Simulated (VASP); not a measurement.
## Sr3B2: single point with PBE

Crystal: Sr3B2.

```
Sr B
1.0
     5.40391    0.00000    0.00000
    -2.70196    4.67993    0.00000
     0.00000    0.00000    5.60999
Sr B
3 2
Cartesian
  0.0000 3.1200 0.0000
  2.7020 1.5600 0.0000
  0.0000 0.0000 2.8050
  0.0000 3.1200 2.8050
  2.7020 1.5600 2.8050
```

| Item | Value |
| --- | --- |
| Program | VASP 6.6.1 |
| Task | single point |
| Functional | PBE |
| Potentials or basis | VASP PAW PBE potentials, release 64 (Sr_sv, B) |
| Cutoff | 520 eV |
| k mesh | 12 × 12 × 8 |
| Occupations | gaussian, width 0.1 eV |
| Spin | no spin polarisation |
| Dipole correction | no |
| Further INCAR settings | ALGO = Normal; EDIFF = 1e-06; NBANDS = 26 |

```yaml
Pressure: 0.1 GPa
Band_gap_on_the_k_mesh: zero (band 18 reaches 2.68 eV, above the bottom of band 19 at 2.13 eV)
```

Levels at points of the mesh, in eV from the Fermi level:
```tsv
k point	band 14	band 15	band 16	band 17	band 18	band 19	band 20	band 21	band 22	band 23
(0.00, 0.00, 0.00)	-3.88	-1.76	-1.16	-1.16	-0.37	1.07	1.07	1.81	1.81	1.98
(0.50, 0.00, 0.00)	-5.38	-1.34	-0.82	-0.24	0.34	0.38	0.69	0.77	1.52	1.68
(0.00, 0.00, 0.50)	-3.32	-2.73	-1.60	-1.60	-0.38	0.24	1.09	1.09	1.48	1.48
(0.50, 0.00, 0.50)	-4.94	-1.84	-1.42	-0.97	-0.83	-0.15	1.08	1.27	1.58	1.80
```

It took 5 min on 1 thread of Intel(R) Xeon(R) Platinum 8259CL CPU @ 2.50GHz (Skylake/Cascade Lake) (shared host), peak memory 0.44 GiB.
